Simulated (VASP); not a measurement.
## GaN: single point with PBE

The system is GaN.

```
Ga N
1.0
    -3.21854    0.00000    0.00000
     0.00000    0.00000   -5.24338
     0.00000   -5.57467    0.00000
Ga N
4 4
Direct
  0.50000 0.00271 0.16935
  0.00000 0.00052 0.66399
  0.00000 0.50052 0.33601
  0.50000 0.50271 0.83065
  0.50000 0.61992 0.16712
  0.00000 0.62087 0.66621
  0.00000 0.12087 0.33379
  0.50000 0.11992 0.83288
```

This cell differs from its parent crystal: mode 11 frozen in at -0.016 Å and mode 13 at +0.020 Å (largest displacements).

```json
{
  "Program": "VASP 6.6.1",
  "Task": "single point",
  "Functional": "PBE",
  "Potentials or basis": "VASP PAW PBE potentials, release 64 (Ga_d, N)",
  "Cutoff": "520 eV",
  "k mesh": "8 × 6 × 6",
  "Occupations": "gaussian, width 0.05 eV",
  "Spin": "no spin polarisation"
}
```

```
Pressure               : 0.2 GPa
Largest force          : 0.504 eV/Å
Band gap on the k mesh : 1.70 eV
```

Forces in eV/Å, atoms in the order of the input:
```
Ga   0.000  0.354  0.359
Ga   0.000 -0.361  0.113
Ga   0.000  0.361  0.113
Ga   0.000 -0.354  0.359
N    0.000  0.008 -0.237
N    0.000 -0.019 -0.235
N    0.000  0.019 -0.235
N    0.000 -0.008 -0.237
```

Stress tensor (GPa, compression positive):
```
 0.80  0.00  0.00
 0.00  0.80  0.00
 0.00  0.00 -1.11
```

Levels at points of the mesh, in eV from the valence-band top:
```tsv
k point	band 32	band 33	band 34	band 35	band 36	band 37	band 38	band 39	band 40	band 41
(0.00, 0.00, 0.00)	-1.01	-0.93	-0.04	-0.04	0.00	1.70	4.00	4.95	5.36	5.99
(0.50, 0.00, 0.00)	-3.82	-2.11	-2.08	-1.85	-1.72	5.74	5.92	6.36	6.42	7.55
(0.00, 0.50, 0.00)	-1.79	-0.54	-0.54	-0.53	-0.53	4.04	4.04	4.32	4.32	7.51
(0.50, 0.50, 0.00)	-3.30	-1.62	-1.62	-1.49	-1.49	5.66	5.66	5.75	5.75	7.77
(0.00, 0.00, 0.50)	-1.90	-0.66	-0.61	-0.57	-0.50	4.06	4.12	5.70	5.73	7.26
(0.50, 0.00, 0.50)	-2.64	-2.09	-2.02	-1.06	-1.01	4.87	5.03	5.32	5.39	5.92
(0.00, 0.50, 0.50)	-1.95	-1.38	-1.38	-1.19	-1.19	5.04	5.04	5.15	5.15	7.39
(0.50, 0.50, 0.50)	-1.89	-1.85	-1.85	-1.73	-1.73	4.24	4.24	4.38	4.38	7.46
```

It took 5 min on 1 thread of Intel(R) Xeon(R) Platinum 8488C (Sapphire Rapids) (shared host), peak memory 0.36 GiB.

Caveat: the cell differs from its parent crystal (mode 11 frozen in at -0.016 Å and mode 13 at +0.020 Å (largest displacements)).
